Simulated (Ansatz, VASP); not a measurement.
# Nb: VASP beside Ansatz

```xyz
3
Lattice="4.9423 0.0000 0.0000 -2.4712 4.2802 0.0000 0.0000 0.0000 2.7108" Properties=species:S:1:pos:R:3 pbc="T T T"
Nb    4.9423    0.0000    2.7108
Nb    0.0000    2.8535    1.3554
Nb    2.4712    1.4267    1.3554
```

Alike in both runs: task single point; functional r2SCAN; k mesh 9 × 9 × 13; occupations fermi-dirac, width 0.1 eV; no spin polarisation.

|  | VASP | Ansatz |
| --- | --- | --- |
| version | VASP 6.6.1 | Ansatz 0.2.0 |
| potentials or method | VASP PAW PBE potentials, release 64 (Nb_sv), cutoff 520 eV | plane waves (500 eV) with PAW, scalar-relativistic |
| valence electrons in the cell | 39 | 39 |

```csv
,VASP,Ansatz,Ansatz less VASP
pressure (GPa),-6.3,-6.1,+0.18
"traceless stress, the component that is largest in VASP (GPa)",-1.33,-1.35,-0.022
```

VASP's potentials were made for PBE, not for r2SCAN. The functional is the same, so the differences come from potentials, cutoffs and numerics.
